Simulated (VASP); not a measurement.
## Ba: single point with LDA

Crystal: Ba.

```
Ba
1.0
     3.76044    0.45213    0.45213
     0.45213    3.76044    0.45213
     0.45213    0.45213    3.76044
Ba
1
Direct
  0.00000 0.00000 0.00000
```

This cell differs from its parent crystal: ratio of the length along [111] to the lengths across it x 1.41, volume and fractional coordinates fixed.

```yaml
Program: VASP 6.6.1
Task: single point
Functional: LDA
Potentials_or_basis: VASP PAW LDA potentials, release 64 (Ba_sv)
Cutoff: 520 eV
k_mesh: 18 × 18 × 18
Occupations: gaussian, width 0.15 eV
Spin: no spin polarisation
Dipole_correction: no
Further_INCAR_settings: ALGO = Fast; EDIFF = 1e-06; NBANDS = 11
```

| Property | Result |
| --- | --- |
| Pressure | 0.9 GPa |
| Band gap on the k mesh | zero (bands 5 and 6 overlap by 0.36 eV) |

Stress tensor (GPa, compression positive):
```
0.90 0.88 0.88
0.88 0.90 0.88
0.88 0.88 0.90
```

Levels at points of the mesh, in eV from the Fermi level:
```
           k point  band 1  band 2  band 3  band 4  band 5  band 6  band 7  band 8  band 9  band 10
(0.00, 0.00, 0.00)  -28.73  -13.47  -13.47  -13.33   -2.71    0.45    0.45    4.54    4.78     4.78
(0.50, 0.00, 0.00)  -28.63  -14.49  -13.41  -13.35   -0.90    0.64    1.47    3.76    4.20     4.37
(0.50, 0.50, 0.00)  -28.54  -14.49  -14.09  -13.36   -1.19   -0.05    3.36    4.45    4.46     5.51
(0.50, 0.50, 0.50)  -28.46  -14.55  -13.92  -13.92   -1.00    0.67    0.67    3.74    6.08     6.92
```

Wall time 4.5 min on 1 thread of Oxide Virtual Turin-like Processor, with other jobs on the host, peak memory 0.37 GiB.

Caveat: spin-orbit coupling is left out, which moves the levels of the heavy elements.
